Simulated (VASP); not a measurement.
# MgO (P6_3/mmc) in VASP: a series of runs

MgO is run at these levels: PBE, r2SCAN; tasks: single point.

Program: VASP 6.6.1. These are calculated values, not measurements. Logs are shortened: lines on timing, memory, paths and dates and some standing lists are left out, and cuts for length are marked.

## (1) The cell of the first run

Symmetry: P6_3/mmc, No. 194, hexagonal system. The conventional cell has a = 3.590 Å, b = 3.590 Å, c = 4.321 Å, α = 90.00°, β = 90.00°, γ = 120.00°. Mg (site symmetry -6m2) has 5 O at 2.07 to 2.16 Å within 2.7 Å. Within 2.7 Å of O (site symmetry -6m2) lie 5 Mg at 2.07 to 2.16 Å.

## (2) Single point, PBE (12.06 Å³/atom)

INCAR reads:

```
PREC = Accurate
ENCUT = 520
EDIFF = 1E-6
ISMEAR = 0
SIGMA = 0.01
LREAL = F
LASPH = T
NELM = 100
ALGO = Normal
ISIF = 2
LWAVE = F
LCHARG = F
GGA = PE
NBANDS = 16
```

KPOINTS reads:

```
Automatic mesh
0
Gamma
  9 9 6
```

POSCAR reads:

```
MgO
1.0
    3.5896568476      0.0000000000      0.0000000000
   -1.7948284238      3.1087340208      0.0000000000
    0.0000000000      0.0000000000      4.3212336036
Mg O
2 2
Direct
    0.6666666667      0.3333333333      0.7500000000
    0.3333333333      0.6666666667      0.2500000000
    0.6666666667      0.3333333333      0.2500000000
    0.3333333333      0.6666666667      0.7500000000
```

Potentials or basis: VASP PAW PBE potentials, release 64 (Mg, O).

Started as:

```console
cat potpaw_PBE.64/Mg/POTCAR potpaw_PBE.64/O/POTCAR > POTCAR
mpirun -np 1 vasp_std > vasp.out
```

OUTCAR:

```text
PREC = Accurate
   ENCUT = 520
   EDIFF = 1E-6
   ISMEAR = 0
   LREAL = F
   LASPH = T
   NELM = 100
   ISIF = 2
   GGA = PE

 ion  position               nearest neighbor table
   1  0.667  0.333  0.750-   4 2.07   4 2.07   4 2.07   3 2.16   3 2.16   2 2.99   2 2.99   2 2.99
                             2 2.99   2 2.99   2 2.99
   2  0.333  0.667  0.250-   3 2.07   3 2.07   3 2.07   4 2.16   4 2.16   1 2.99   1 2.99   1 2.99
                             1 2.99   1 2.99   1 2.99
   3  0.667  0.333  0.250-   2 2.07   2 2.07   2 2.07   1 2.16   1 2.16
   4  0.333  0.667  0.750-   1 2.07   1 2.07   1 2.07   2 2.16   2 2.16

  LATTYP: Found a hexagonal cell.
 ALAT       =     3.5896568476
 C/A-ratio  =     1.2038013067

  Lattice vectors:

 A1 = (   3.5896568476,   0.0000000000,   0.0000000000)
 A2 = (  -1.7948284238,   3.1087340208,   0.0000000000)
 A3 = (   0.0000000000,   0.0000000000,   4.3212336036)

Analysis of symmetry for initial positions (statically):
=====================================================================
 Subroutine PRICEL returns:
 Original cell was already a primitive cell.

 Routine SETGRP: Setting up the symmetry group for a
 hexagonal supercell.

 Subroutine GETGRP returns: Found 24 space group operations
 (whereof 12 operations were pure point group operations)
 out of a pool of 24 trial point group operations.

The static configuration has the point symmetry D_3d.
 The point group associated with its full space group is D_6h.

Analysis of symmetry for dynamics (positions and initial velocities):
=====================================================================
 Subroutine PRICEL returns:
 Original cell was already a primitive cell.

 Routine SETGRP: Setting up the symmetry group for a
 hexagonal supercell.

 Subroutine GETGRP returns: Found 24 space group operations
 (whereof 12 operations were pure point group operations)
 out of a pool of 24 trial point group operations.

The dynamic configuration has the point symmetry D_3d.
 The point group associated with its full space group is D_6h.

 Subroutine INISYM returns: Found 24 space group operations
 (whereof 12 operations are pure point group operations),
 and found     1 'primitive' translations

----------------------------------------------------------------------------------------

                                     Primitive cell

[... 90 lines left out ...]
   LSORBIT =      F    spin-orbit coupling
   LASPH  =      T    aspherical Exc in radial PAW
   ENCUT  =  520.0 eV  38.22 Ry    6.18 a.u.   6.67  6.67  8.03*2*pi/ulx,y,z
   NELM   =    100;   NELMIN=  2; NELMDL= -5     # of ELM steps
   EDIFF  = 0.1E-05   stopping-criterion for ELM
   LREAL  =      F    real-space projection
   EDIFFG = 0.1E-04   stopping-criterion for IOM
   NSW    =      0    number of steps for IOM
   IBRION =     -1    ionic relax: 0-MD 1-quasi-New 2-CG
   NFREE  =      0    steps in history (QN), initial steepest desc. (CG)
   ISIF   =      2    stress and relaxation
   ISYM   =      2    0-nonsym 1-usesym 2-fastsym
   POTIM  = 0.5000    time-step for ionic-motion
   TEBEG  =    0.0;   TEEND  =   0.0 temperature during run
   PSTRESS=    0.0 pullay stress
   NELECT =      16.0000    total number of electrons
   NUPDOWN=      -1.0000    fix difference up-down
   EMIN   =  10.00;   EMAX   =-10.00  energy-range for DOS
   EFERMI =   0.00;   METHOD = LEGACY
   ISMEAR =     0;   SIGMA  =   0.01  broadening in eV -4-tet -1-fermi 0-gaus
   EFERMI_NEDOS =   21; number of points for ismear=-14 and -15
   IALGO  =     38    algorithm
   IMIX   =      4    mixing-type and parameters
     AMIX     =   0.40;   BMIX     =  1.00
     AMIX_MAG =   1.60;   BMIX_MAG =  1.00
  volume/ion in A,a.u.               =      12.06        81.35
  Fermi-wavevector in a.u.,A,eV,Ry     =   1.133357  2.141734 17.476658  1.284498
  Thomas-Fermi vector in A             =   2.270060
   LORBIT       =      0    0 simple, 1 ext, 2 COOP (PROOUT), +10 PAW based schemes
   GGA     = PE    functional components
   LHFCALC =     F    Hartree Fock is set to
   AEXX    =    0.0000 exact exchange contribution
   IVDW    =     0    specifies the selected vdW correction
   LEPSILON=     F    determine dielectric tensor
   LRPA    =     F    only Hartree local field effects (RPA)
 non-spin polarized calculation
 Gauss-broadening in eV      SIGMA  =   0.01
  energy-cutoff  :      520.00
  volume of cell :       48.22
 maximum number of plane-waves:      1325
 NGX is ok and might be reduce to    28
   NGX = 13   NGY = 13   NGZ = 17

 number of electron      15.9999995 magnetization

 Free energy of the ion-electron system (eV)
  ---------------------------------------------------
  ext. energy  EPLUGINS =         0.00000000
  ---------------------------------------------------
  free energy    TOTEN  =       -23.61199203 eV

  energy without entropy =      -23.61199203  energy(sigma->0) =      -23.61199203

 E-fermi :   1.4927     XC(G=0):  -9.6751

 val. band max:        1.4374422112   @ k =   0.0000   0.0000   0.0000
 cond. band min:       4.4091353734   @ k =   0.0000   0.0000   0.0000
 fundamental gap:      2.9716931622
 Fermi energy:         1.4926502425

 k-point     1 :       0.0000    0.0000    0.0000
  band No.  band energies     occupation
      1     -15.1185      2.00000
      2     -13.9500      2.00000
      3      -1.8979      2.00000
      4      -0.1276      2.00000
      5      -0.1276      2.00000
      6       0.7323      2.00000
[... 433 lines left out ...]
      3      -1.7274      2.00000
      4      -1.1635      2.00000
      5      -1.1635      2.00000
      6       0.3629      2.00000
[... 8 lines left out ...]
     15      14.9379      0.00000
     16      16.9550      0.00000

 [... further k-points ...]
[... 5 lines left out ...]
  --------------------------------------------------------------------------------------
  -------------------------------------------------------------------------------------
  Total       -2.0401382     -2.0401382     -2.1736434      0.0000000     -0.0000000      0.0000000
  in kB      -67.7838016    -67.7838016    -72.2195261      0.0000000     -0.0000000      0.0000000
  external PRESSURE =     -69.2623764 kB  Pullay stress =       0.0000000 kB

 VOLUME and BASIS-vectors are now :
 -----------------------------------------------------------------------------
  energy-cutoff  :      520.00
  volume of cell :       48.22
      direct lattice vectors                 reciprocal lattice vectors
     3.589656848  0.000000000  0.000000000     0.278578160  0.160837176  0.000000000
    -1.794828424  3.108734021  0.000000000     0.000000000  0.321674351  0.000000000
     0.000000000  0.000000000  4.321233604     0.000000000  0.000000000  0.231415399

 POSITION                                       TOTAL-FORCE (eV/Angst)
 -----------------------------------------------------------------------------------
      1.79483      1.03624      3.24093        -0.000000      0.000000      0.000000
     -0.00000      2.07249      1.08031         0.000000     -0.000000      0.000000
      1.79483      1.03624      1.08031        -0.000000      0.000000      0.000000
     -0.00000      2.07249      3.24093         0.000000      0.000000      0.000000
 -----------------------------------------------------------------------------------
    total drift:                                0.000000     -0.000000      0.000000

  FREE ENERGIE OF THE ION-ELECTRON SYSTEM (eV)
  ---------------------------------------------------
  free  energy   TOTEN  =       -23.6119920256 eV

  energy  without entropy=      -23.6119920256  energy(sigma->0) =      -23.61199203
```

OSZICAR:

```text
N       E                     dE             d eps       ncg     rms          rms(c)
DAV:   1     0.630879566454E+02    0.63088E+02   -0.75121E+03  1536   0.888E+02
DAV:   2    -0.232141694303E+02   -0.86302E+02   -0.79347E+02  2136   0.192E+02
DAV:   3    -0.275260196755E+02   -0.43119E+01   -0.43012E+01  1752   0.457E+01
DAV:   4    -0.275446062885E+02   -0.18587E-01   -0.18586E-01  1864   0.349E+00
DAV:   5    -0.275447026712E+02   -0.96383E-04   -0.96383E-04  1728   0.243E-01    0.111E+01
DAV:   6    -0.236943563917E+02    0.38503E+01   -0.10846E+01  1656   0.249E+01    0.382E+00
DAV:   7    -0.236308877762E+02    0.63469E-01   -0.17637E-01  1544   0.343E+00    0.214E+00
DAV:   8    -0.236141764664E+02    0.16711E-01   -0.11307E-01  1608   0.352E+00    0.568E-01
DAV:   9    -0.236109342044E+02    0.32423E-02   -0.89623E-03  1840   0.846E-01    0.122E-01
DAV:  10    -0.236119657821E+02   -0.10316E-02   -0.96889E-04  1536   0.236E-01    0.349E-02
DAV:  11    -0.236119933495E+02   -0.27567E-04   -0.36425E-05  1712   0.449E-02    0.242E-02
DAV:  12    -0.236119931710E+02    0.17850E-06   -0.10632E-05  1544   0.244E-02    0.879E-03
DAV:  13    -0.236119920250E+02    0.11460E-05   -0.35972E-06  1736   0.148E-02    0.513E-04
DAV:  14    -0.236119920256E+02   -0.66200E-09   -0.51740E-08   800   0.203E-03
   1 F= -.23611992E+02 E0= -.23611992E+02  d E =-.672684E-18
```

stdout:

```text
POSCAR found type information on POSCAR MgO
 POSCAR found :  2 types and       4 ions
 scaLAPACK will be used
 LDA part: xc-table for (Slater+PW92), standard interpolation
 POSCAR, INCAR and KPOINTS ok, starting setup
 FFT: planning ... GRIDC
 FFT: planning ... GRID_SOFT
 FFT: planning ... GRID
 WAVECAR not read
 entering main loop
```

It took 55 s on 1 thread of Intel Xeon 8259CL, shared host; peak memory 0.18 GiB.

Results:

- Free energy: -23.6120 eV
- Pressure: -6.9 GPa
- Band gap on the k mesh: 2.97 eV

Levels at points of the mesh, in eV from the valence-band top:
```tsv
k point	band 6	band 7	band 8	band 9	band 10	band 11
(0.00, 0.00, 0.00)	-0.71	-0.71	0.00	2.97	8.72	11.49
(0.00, 0.00, 0.50)	-1.15	-1.15	-1.15	5.96	5.96	12.31
```

Caveat: the cell stands under tension.

## (3) Single point, r2SCAN (10.34 Å³/atom)

This run uses another cell than the first one, of 10.34 Å³/atom.

POSCAR reads:

```
MgO
1.0
    3.4129560368      0.0000000000      0.0000000000
   -1.7064780184      2.9557066298      0.0000000000
    0.0000000000      0.0000000000      4.0998785786
Mg O
2 2
Direct
    0.6666666667      0.3333333333      0.7500000000
    0.3333333333      0.6666666667      0.2500000000
    0.6666666667      0.3333333333      0.2500000000
    0.3333333333      0.6666666667      0.7500000000
```

INCAR.step1 reads:

```
SYSTEM = MgO
PREC     = Accurate       ! precision mode
ENCUT    = 520            ! plane-wave cutoff, eV
ISMEAR   = 0              ! smearing method
SIGMA    = 0.01           ! smearing width, eV
LREAL    = .False.        ! projectors in reciprocal space
LASPH    = .True.         ! aspherical terms in the spheres
NELM     = 100            ! most SCF steps
NBANDS   = 16             ! bands
GGA      = PE             ! functional
ALGO     = Normal         ! electronic algorithm
EDIFF    = 1E-4           ! SCF threshold, eV
LWAVE    = .True.         ! write WAVECAR
LCHARG   = .False.        ! write CHGCAR
```

INCAR.step2 reads:

```
SYSTEM = MgO
PREC     = Accurate       ! precision mode
ENCUT    = 520            ! plane-wave cutoff, eV
EDIFF    = 1E-7           ! SCF threshold, eV
ISMEAR   = 0              ! smearing method
SIGMA    = 0.01           ! smearing width, eV
LREAL    = .False.        ! projectors in reciprocal space
LASPH    = .True.         ! aspherical terms in the spheres
NELM     = 100            ! most SCF steps
ALGO     = Normal         ! electronic algorithm
ISIF     = 2              ! what is computed and relaxed
LWAVE    = .False.        ! write WAVECAR
LCHARG   = .False.        ! write CHGCAR
METAGGA  = R2SCAN         ! meta-GGA
LMIXTAU  = .True.       
NBANDS   = 16             ! bands
ISTART   = 1
```

KPOINTS reads:

```
Automatic mesh
0
Gamma
  9 9 6
  0 0 0
```

Potentials or basis: VASP PAW PBE potentials, release 64 (Mg, O).

Started as:

```console
cat potpaw_PBE.64/Mg/POTCAR potpaw_PBE.64/O/POTCAR > POTCAR
cp INCAR.step1 INCAR
mpirun -np 1 vasp_std > vasp.out
cp INCAR.step2 INCAR
mpirun -np 1 vasp_std > vasp.out
```

It took 4 min on 1 thread of Intel Xeon 8259CL, shared host; peak memory 0.19 GiB.

Results (log left out):

- Free energy: -32.0036 eV
- Pressure: 9.0 GPa
- Band gap on the k mesh: 4.42 eV

Stress tensor (GPa, compression positive):
```
8.84 0.00 0.00
0.00 8.84 0.00
0.00 0.00 9.18
```

Levels at points of the mesh, in eV from the valence-band top:
| k point | band 4 | band 5 | band 6 | band 7 | band 8 | band 9 | band 10 | band 11 | band 12 | band 13 |
| --- | --- | --- | --- | --- | --- | --- | --- | --- | --- | --- |
| (0.00, 0.00, 0.00) | -1.89 | -1.89 | -0.92 | -0.92 | 0.00 | 4.42 | 10.91 | 13.70 | 13.92 | 13.92 |
| (0.00, 0.00, 0.50) | -2.54 | -1.43 | -1.43 | -1.43 | -1.43 | 7.50 | 7.50 | 14.29 | 14.29 | 14.29 |

Caveat: the cell stands under pressure; the PAW data sets were made with another functional, which shifts forces and pressure a little.

## (4) Single point, r2SCAN (10.67 Å³/atom)

This run uses another cell than the first one, of 10.67 Å³/atom.

POSCAR reads:

```
MgO
1.0
    3.4488845301      0.0000000000      0.0000000000
   -1.7244422651      2.9868216178      0.0000000000
    0.0000000000      0.0000000000      4.1430383669
Mg O
2 2
Direct
    0.6666666667      0.3333333333      0.7500000000
    0.3333333333      0.6666666667      0.2500000000
    0.6666666667      0.3333333333      0.2500000000
    0.3333333333      0.6666666667      0.7500000000
```

INCAR.step1 reads:

```
ALGO = Normal
EDIFF = 1E-4
ENCUT = 520
GGA = PE
ISMEAR = 0
LASPH = T
LCHARG = F
LREAL = F
LWAVE = T
NBANDS = 16
NELM = 60
PREC = Accurate
SIGMA = 0.01
```

INCAR.step2 reads:

```
ALGO = Normal
EDIFF = 1E-7
ENCUT = 520
ISIF = 2
ISMEAR = 0
ISTART = 1
LASPH = T
LCHARG = F
LMIXTAU = T
LREAL = F
LWAVE = F
METAGGA = R2SCAN
NBANDS = 16
NELM = 60
PREC = Accurate
SIGMA = 0.01
```

KPOINTS reads:

```
k-points
0
Gamma
  9 9 6
```

Started as:

```console
cat potpaw_PBE.64/Mg/POTCAR potpaw_PBE.64/O/POTCAR > POTCAR
cp INCAR.step1 INCAR
mpirun -np 1 vasp_std > vasp.out
cp INCAR.step2 INCAR
mpirun -np 1 vasp_std > vasp.out
```

Wall time 4 min (1 thread of Intel Xeon 8259CL, shared host); peak memory 0.18 GiB.

It converged, with:

- Free energy: -32.0567 eV
- Pressure: 3.7 GPa
- Band gap on the k mesh: 4.24 eV

Levels at points of the mesh, in eV from the valence-band top:
```
           k point  band 5  band 6  band 7  band 8  band 9  band 10  band 11  band 12
(0.00, 0.00, 0.00)   -1.83   -0.88   -0.88    0.00    4.24    10.64    13.42    13.69
(0.00, 0.00, 0.50)   -1.37   -1.37   -1.37   -1.37    7.31     7.31    14.06    14.06
```

Caveat: the cell stands under pressure; the PAW data sets were made with another functional, which shifts forces and pressure a little.

## (5) Overview

| level | cell | gap on the mesh (eV) | pressure (GPa) |
| --- | --- | --- | --- |
| PBE | a = 3.590, b = 3.590, c = 4.321 Å, angles 90.0, 90.0, 120.0°, 4 atoms | 2.97 | -6.9 |
| r2SCAN | a = 3.413, b = 3.413, c = 4.100 Å, angles 90.0, 90.0, 120.0°, 4 atoms | 4.42 | 9.0 |
| r2SCAN | a = 3.449, b = 3.449, c = 4.143 Å, angles 90.0, 90.0, 120.0°, 4 atoms | 4.24 | 3.7 |

Alike in all rows: task single point; potentials or basis VASP PAW PBE potentials, release 64 (Mg, O); no spin polarisation; k mesh 9 × 9 × 6; cutoff (eV) 520; smearing gaussian 0.01 eV.

Caveats: the cell stands under pressure (at least some runs); the PAW data sets were made with another functional, which shifts forces and pressure a little (at least some runs); the cell stands under tension (at least some runs).

Total energies depend on the potentials used, so only differences within one code and one set of settings carry meaning.
